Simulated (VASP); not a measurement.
# BeB5 (R-3m) in VASP: single point with PBE

Aim: the single point of BeB5 with PBE.

Program: VASP 6.6.1. These are calculated values, not measurements. Logs are shortened: lines on timing, memory, paths and dates and some standing lists are left out, and cuts for length are marked.

### 1 The cell of the first run

The structure is trigonal, space group R-3m (No. 166). Conventional cell: a = 3.486 Å, b = 3.486 Å, c = 12.332 Å, α = 90.00°, β = 90.00°, γ = 120.00°. Within 2.8 Å of Be (site symmetry -3m) lie 12 B at 2.10 to 2.29 Å. B (site symmetry 3m) has 6 B at 1.78 to 2.33 Å and 3 Be at 2.10 Å within 2.4 Å. Within 2.3 Å of B (site symmetry 2/m) lie 6 B at 1.74 to 1.78 Å and 2 Be at 2.29 Å.

### 2 Single point, PBE

The input, POSCAR:

```
BeB5
1.0
    1.7430468466      1.0063485661      4.1107520156
   -1.7430468466      1.0063485661      4.1107520156
    0.0000000000     -2.0126971321      4.1107520156
Be B
1 5
Direct
    0.5000000000      0.5000000000      0.5000000000
    0.2139370492      0.2139370492      0.2139370492
    0.7860629508      0.7860629508      0.7860629508
    0.5000000000      0.5000000000      0.0000000000
    0.0000000000      0.5000000000      0.5000000000
    0.5000000000      0.0000000000      0.5000000000
```

The input, INCAR.step1:

```
PREC = Accurate
ENCUT = 520
EDIFF = 1E-7
ISMEAR = 0
SIGMA = 0.1
LREAL = F
LASPH = T
NELM = 100
ALGO = Normal
ISIF = 2
LWAVE = F
LCHARG = T
GGA = PE
NBANDS = 18
```

The input, KPOINTS.step1:

```
Automatic mesh
0
Gamma
  12 12 12
```

The input, INCAR.step2:

```
PREC = Accurate
ENCUT = 520
EDIFF = 1E-7
ISMEAR = -5
SIGMA = 0.1
LREAL = F
LASPH = T
NELM = 100
ALGO = Normal
ISIF = 2
LWAVE = F
LCHARG = F
GGA = PE
LORBIT = 10
NEDOS = 2001
ICHARG = 11
```

The input, KPOINTS.step2:

```
Automatic mesh
0
Gamma
  18 18 18
```

Potentials or basis: VASP PAW PBE potentials, release 64 (Be, B).

On the command line:

```console
$ cat potpaw_PBE.64/Be/POTCAR potpaw_PBE.64/B/POTCAR > POTCAR
$ cp INCAR.step1 INCAR
$ cp KPOINTS.step1 KPOINTS
$ mpirun -np 1 vasp_std > vasp.out
$ cp INCAR.step2 INCAR
$ cp KPOINTS.step2 KPOINTS
$ mpirun -np 1 vasp_std > vasp.out
```

OUTCAR:

```text
PREC = Accurate
   ENCUT = 520
   EDIFF = 1E-7
   ISMEAR = -5
   LREAL = F
   LASPH = T
   NELM = 100
   ISIF = 2
   GGA = PE
   LORBIT = 10
   ICHARG = 11

 ion  position               nearest neighbor table
   1  0.500  0.500  0.500-   2 2.10   3 2.10   2 2.10   2 2.10   3 2.10   3 2.10
   2  0.214  0.214  0.214-   4 1.78   5 1.78   6 1.78   1 2.10   1 2.10   1 2.10
   3  0.786  0.786  0.786-   4 1.78   5 1.78   6 1.78   1 2.10   1 2.10   1 2.10
   4  0.500  0.500  0.000-   5 1.74   6 1.74   6 1.74   5 1.74   2 1.78   3 1.78
   5  0.000  0.500  0.500-   4 1.74   4 1.74   6 1.74   6 1.74   2 1.78   3 1.78
   6  0.500  0.000  0.500-   4 1.74   4 1.74   5 1.74   5 1.74   2 1.78   3 1.78

  LATTYP: Found a trigonal (rhomboedric) cell.
 ALAT       =     4.5770330870
 COS(alpha) =     0.7099452308

  Lattice vectors:

 A1 = (   1.7430468466,   1.0063485661,   4.1107520156)
 A2 = (  -1.7430468466,   1.0063485661,   4.1107520156)
 A3 = (   0.0000000000,  -2.0126971321,   4.1107520156)

Analysis of symmetry for initial positions (statically):
=====================================================================
 Subroutine PRICEL returns:
 Original cell was already a primitive cell.

 Routine SETGRP: Setting up the symmetry group for a
 trigonal (rhombohedral) supercell.

 Subroutine GETGRP returns: Found 12 space group operations
 (whereof 12 operations were pure point group operations)
 out of a pool of 12 trial point group operations.

The static configuration has the point symmetry D_3d.

Analysis of symmetry for dynamics (positions and initial velocities):
=====================================================================
 Subroutine PRICEL returns:
 Original cell was already a primitive cell.

 Routine SETGRP: Setting up the symmetry group for a
 trigonal (rhombohedral) supercell.

 Subroutine GETGRP returns: Found 12 space group operations
 (whereof 12 operations were pure point group operations)
 out of a pool of 12 trial point group operations.

The dynamic configuration has the point symmetry D_3d.

 Subroutine INISYM returns: Found 12 space group operations
 (whereof 12 operations are pure point group operations),
 and found     1 'primitive' translations

----------------------------------------------------------------------------------------

                                     Primitive cell

  volume of cell :      43.2643

  direct lattice vectors                    reciprocal lattice vectors
     1.743046847  1.006348566  4.110752016     0.286854023  0.165615247  0.081088164
    -1.743046847  1.006348566  4.110752016    -0.286854023  0.165615247  0.081088164
     0.000000000 -2.012697132  4.110752016     0.000000000 -0.331230495  0.081088164

  length of vectors
     4.577033087  4.577033087  4.577033087     0.341011629  0.341011629  0.341011629

  position of ions in fractional coordinates (direct lattice)
     0.500000000  0.500000000  0.500000000
     0.213937049  0.213937049  0.213937049
     0.786062951  0.786062951  0.786062951
     0.500000000  0.500000000  0.000000000
     0.000000000  0.500000000  0.500000000
     0.500000000  0.000000000  0.500000000

  ion indices of the primitive-cell ions
   primitive index   ion index
                 1           1
                 2           2
                 3           3
                 4           4
                 5           5
                 6           6

----------------------------------------------------------------------------------------

 KPOINTS: Automatic mesh

Automatic generation of k-mesh.
 Grid dimensions read from file:
 generate k-points for:   18   18   18

 Generating k-lattice:

  Cartesian coordinates                     Fractional coordinates (reciprocal lattice)
     0.015936335  0.009200847  0.004504898     0.055555556  0.000000000  0.000000000
    -0.015936335  0.009200847  0.004504898     0.000000000  0.055555556  0.000000000
     0.000000000 -0.018401694  0.004504898    -0.000000000 -0.000000000  0.055555556

  Length of vectors
     0.018945090  0.018945090  0.018945090

  Shift w.r.t. Gamma in fractional coordinates (k-lattice)
     0.000000000  0.000000000  0.000000000

 TETIRR: Found   2916 inequivalent tetrahedra from    34992

 Subroutine IBZKPT returns following result:
 ===========================================

 Found    580 irreducible k-points:

 Following reciprocal coordinates:
            Coordinates               Weight
  0.000000  0.000000  0.000000      1.000000
  0.055556  0.000000  0.000000      6.000000
  0.111111  0.000000  0.000000      6.000000
  0.166667  0.000000  0.000000      6.000000
  0.222222  0.000000  0.000000      6.000000
  0.277778  0.000000 -0.000000      6.000000
[... 16 lines left out ...]
 -0.277778  0.055556  0.000000     12.000000
 -0.222222  0.055556  0.000000     12.000000
 [... further k-points ...]
   k-points           NKPTS =    580   k-points in BZ     NKDIM =    580   number of bands    NBANDS=     12
   number of dos      NEDOS =   2001   number of ions     NIONS =      6
   total plane-waves  NPLWV =  46656
   dimension x,y,z NGX =    36 NGY =   36 NGZ =   36
   dimension x,y,z NGXF=    72 NGYF=   72 NGZF=   72
   ions per type =               1   5
   NGX,Y,Z   is equivalent  to a cutoff of  13.08, 13.08, 13.08 a.u.
   NGXF,Y,Z  is equivalent  to a cutoff of  26.15, 26.15, 26.15 a.u.
 SYSTEM =  unknown system
   PREC   = accura    normal or accurate (medium, high low for compatibility)
   ISTART =      0    job   : 0-new  1-cont  2-samecut
   ICHARG =     11    charge: 1-file 2-atom 10-const
   ISPIN  =      1    spin polarized calculation?
   LNONCOLLINEAR =      F non collinear calculations
   LSORBIT =      F    spin-orbit coupling
   LASPH  =      T    aspherical Exc in radial PAW
   ENCUT  =  520.0 eV  38.22 Ry    6.18 a.u.   8.51  8.51  8.51*2*pi/ulx,y,z
   NELM   =    100;   NELMIN=  2; NELMDL=  0     # of ELM steps
   EDIFF  = 0.1E-06   stopping-criterion for ELM
   LREAL  =      F    real-space projection
   EDIFFG = 0.1E-05   stopping-criterion for IOM
   NSW    =      0    number of steps for IOM
   IBRION =     -1    ionic relax: 0-MD 1-quasi-New 2-CG
   NFREE  =      0    steps in history (QN), initial steepest desc. (CG)
   ISIF   =      2    stress and relaxation
   ISYM   =      2    0-nonsym 1-usesym 2-fastsym
   POTIM  = 0.5000    time-step for ionic-motion
   TEBEG  =    0.0;   TEEND  =   0.0 temperature during run
   PSTRESS=    0.0 pullay stress
   NELECT =      17.0000    total number of electrons
   NUPDOWN=      -1.0000    fix difference up-down
   EMIN   =  10.00;   EMAX   =-10.00  energy-range for DOS
   EFERMI =   0.00;   METHOD = LEGACY
   ISMEAR =    -5;   SIGMA  =   0.10  broadening in eV -4-tet -1-fermi 0-gaus
   EFERMI_NEDOS =   21; number of points for ismear=-14 and -15
   IALGO  =     38    algorithm
   IMIX   =      4    mixing-type and parameters
     AMIX     =   0.40;   BMIX     =  1.00
     AMIX_MAG =   1.60;   BMIX_MAG =  1.00
  volume/ion in A,a.u.               =       7.21        48.66
  Fermi-wavevector in a.u.,A,eV,Ry     =   1.199079  2.265931 19.562327  1.437790
  Thomas-Fermi vector in A             =   2.334951
   LORBIT       =     10    0 simple, 1 ext, 2 COOP (PROOUT), +10 PAW based schemes
   GGA     = PE    functional components
   LHFCALC =     F    Hartree Fock is set to
   AEXX    =    0.0000 exact exchange contribution
   IVDW    =     0    specifies the selected vdW correction
   LEPSILON=     F    determine dielectric tensor
   LRPA    =     F    only Hartree local field effects (RPA)
 non-spin polarized calculation
 Fermi weights with tetrahedron method with Bloechl corrections
  energy-cutoff  :      520.00
  volume of cell :       43.26
 maximum number of plane-waves:      1197
 NGX is ok and might be reduce to    36

 number of electron      17.0000000 magnetization

 Free energy of the ion-electron system (eV)
  ---------------------------------------------------
  ext. energy  EPLUGINS =         0.00000000
  ---------------------------------------------------
  free energy    TOTEN  =       -33.17417869 eV

  energy without entropy =      -33.17417869  energy(sigma->0) =      -33.17417869

 E-fermi :   6.7523     XC(G=0): -11.6376

 val. band max:        6.8647090342   @ k =   0.3889   0.3889   0.3889
 cond. band min:       6.6443750227   @ k =  -0.4444  -0.4444   0.0556
 fundamental gap:     -0.2203340115
 Fermi energy:         6.7522994423

 k-point     1 :       0.0000    0.0000    0.0000
  band No.  band energies     occupation
      1      -9.1634      2.00000
      2      -3.7472      2.00000
      3      -0.8107      2.00000
      4      -0.6492      2.00000
      5       4.2036      2.00000
      6       4.2036      2.00000
      7       4.8631      2.00000
      8       4.8631      2.00000
      9       5.6070      2.00000
     10       5.6070      2.00000
     11      11.1799      0.00000
     12      11.3897      0.00000

 k-point     2 :       0.0556    0.0000    0.0000
  band No.  band energies     occupation
      1      -9.1265      2.00000
      2      -3.7534      2.00000
      3      -0.9194      2.00000
      4      -0.5321      2.00000
      5       3.8693      2.00000
      6       4.0644      2.00000
      7       4.6866      2.00000
      8       4.6982      2.00000
      9       5.9092      2.00000
     10       5.9160      2.00000
     11      10.8434      0.00000
     12      11.3049      0.00000

 k-point     3 :       0.1111    0.0000    0.0000
  band No.  band energies     occupation
      1      -9.0165      2.00000
      2      -3.7794      2.00000
      3      -1.0802      2.00000
      4      -0.3463      2.00000
      5       3.2505      2.00000
      6       3.7523      2.00000
      7       4.2664      2.00000
      8       4.4237      2.00000
      9       6.3821      2.00000
     10       6.5094      1.65153
     11      10.4073      0.00000
     12      11.5765      0.00000
[... 286 lines left out ...]
 k-point    23 :      -0.2778    0.0556    0.0000
  band No.  band energies     occupation
      1      -8.0798      2.00000
      2      -4.4078      2.00000
      3      -1.1157      2.00000
      4      -0.1101      2.00000
      5       1.5551      2.00000
      6       2.1697      2.00000
      7       2.6386      2.00000
      8       3.6534      2.00000
      9       6.4041      2.09659
     10       9.2439      0.00000
     11      11.1423      0.00000
     12      11.7233      0.00000

 k-point    24 :      -0.2222    0.0556    0.0000
  band No.  band energies     occupation
      1      -8.4239      2.00000
      2      -4.0781      2.00000
      3      -1.1668      2.00000
      4      -0.1424      2.00000
      5       1.9269      2.00000
      6       2.5175      2.00000
      7       2.8918      2.00000
      8       3.8496      2.00000
      9       6.7429      1.05696
     10       8.4479      0.00000
     11      10.6967      0.00000
     12      11.6892      0.00000

 [... further k-points ...]

------------------------ aborting loop because EDIFF is reached ----------------------------------------

  FORCE on cell =-STRESS in cart. coord.  units (eV):
  Direction    XX          YY          ZZ          XY          YZ          ZX
  --------------------------------------------------------------------------------------
  -------------------------------------------------------------------------------------
  Total        0.0268550      0.0268550     -0.0416925     -0.0000000     -0.0000000      0.0000000
  in kB        0.9945012      0.9945012     -1.5439673     -0.0000000     -0.0000000      0.0000000
  external PRESSURE =       0.1483451 kB  Pullay stress =       0.0000000 kB

 VOLUME and BASIS-vectors are now :
 -----------------------------------------------------------------------------
  energy-cutoff  :      520.00
  volume of cell :       43.26
      direct lattice vectors                 reciprocal lattice vectors
     1.743046847  1.006348566  4.110752016     0.286854023  0.165615247  0.081088164
    -1.743046847  1.006348566  4.110752016    -0.286854023  0.165615247  0.081088164
     0.000000000 -2.012697132  4.110752016     0.000000000 -0.331230495  0.081088164

 POSITION                                       TOTAL-FORCE (eV/Angst)
 -----------------------------------------------------------------------------------
      0.00000      0.00000      6.16613        -0.000000     -0.000000      0.000000
      0.00000      0.00000      2.63833         0.000000      0.000000      0.032207
      0.00000      0.00000      9.69393         0.000000     -0.000000     -0.032207
      0.00000      1.00635      4.11075         0.000000      0.000000      0.000000
     -0.87152     -0.50317      4.11075         0.000000     -0.000000      0.000000
      0.87152     -0.50317      4.11075         0.000000      0.000000      0.000000
 -----------------------------------------------------------------------------------
    total drift:                               -0.000000     -0.000000     -0.000000

  FREE ENERGIE OF THE ION-ELECTRON SYSTEM (eV)
  ---------------------------------------------------
  free  energy   TOTEN  =       -33.1741786930 eV

  energy  without entropy=      -33.1741786930  energy(sigma->0) =      -33.17417869

 total charge

# of ion       s       p       d       tot
------------------------------------------
    1        0.358   0.699   0.000   1.057
    2        0.664   1.142   0.000   1.806
    3        0.664   1.142   0.000   1.806
    4        0.690   1.358   0.000   2.048
    5        0.690   1.358   0.000   2.048
    6        0.690   1.358   0.000   2.048
--------------------------------------------------
tot          3.755   7.058   0.000  10.812
```

Run time: 6 min. Hardware: 1 thread of AMD EPYC 7R13 (Zen 3), shared host; peak memory 0.38 GiB.

What came out:

* Valence electrons inside the program's atomic spheres: Be 1.06; B 1.81, 2.05 (each value once)

Caveat: tetrahedron occupations give inexact forces and stress in metals.
